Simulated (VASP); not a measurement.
Write the native input for VASP 6.6.1 that does the following.

```
Task                   : single point
Functional             : r2SCAN
Potentials or basis    : VASP PAW PBE potentials, release 64 (Tl_d, Cl)
Cutoff                 : 550 eV
k mesh                 : 6 × 6 × 6
Occupations            : gaussian, width 0.01 eV
Spin                   : no spin polarisation
Dipole correction      : no
Further INCAR settings : ALGO = Normal; EDIFF = 1e-06; NBANDS = 17
```

The system is TlCl.

```
Tl Cl
1.0
     3.76139    0.00000    0.00000
     0.00000    3.76139    0.00000
     0.00000    0.00000    3.76139
Tl Cl
1 1
Direct
  0.00000 0.00000 0.00000
  0.50000 0.50000 0.50000
```

The input as run:

POSCAR

```
TlCl
1.0
    3.7613918156      0.0000000000      0.0000000000
    0.0000000000      3.7613918156      0.0000000000
    0.0000000000      0.0000000000      3.7613918156
Tl Cl
1 1
Direct
    0.0000000000      0.0000000000      0.0000000000
    0.5000000000      0.5000000000      0.5000000000
```

INCAR.step1

```
ALGO = Normal
EDIFF = 1E-5
ENCUT = 550
GGA = PE
GGA_COMPAT = False
ISMEAR = 0
LASPH = True
LCHARG = False
LREAL = False
LWAVE = True
NBANDS = 17
NELM = 120
PREC = Accurate
SIGMA = 0.01
```

INCAR.step2

```
ALGO = Normal
EDIFF = 1E-6
ENCUT = 550
GGA_COMPAT = False
ISIF = 2
ISMEAR = 0
ISTART = 1
LASPH = True
LCHARG = True
LELF = True
LMIXTAU = True
LREAL = False
LVHAR = True
LWAVE = False
METAGGA = R2SCAN
NBANDS = 17
NELM = 120
PREC = Accurate
SIGMA = 0.01
```

KPOINTS

```
k-points
0
Gamma
  6 6 6
```

Potentials or basis: VASP PAW PBE potentials, release 64 (Tl_d, Cl).

Launch:

```console
$ cat potpaw_PBE.64/Tl_d/POTCAR potpaw_PBE.64/Cl/POTCAR > POTCAR
$ cp INCAR.step1 INCAR
$ mpirun -np 1 vasp_std > vasp.out
$ cp INCAR.step2 INCAR
$ mpirun -np 1 vasp_std > vasp.out
```

Results of the run:

```yaml
Pressure: 1.9 GPa
Band_gap_on_the_k_mesh: 2.36 eV, direct
```

Caveat: the PAW data sets were made with another functional, which shifts forces and pressure a little; spin-orbit coupling is left out, which moves the levels of the heavy elements.

Run time: 67 s on 1 thread of Intel Xeon 6975P-C, on a shared host, peak memory 0.18 GiB.
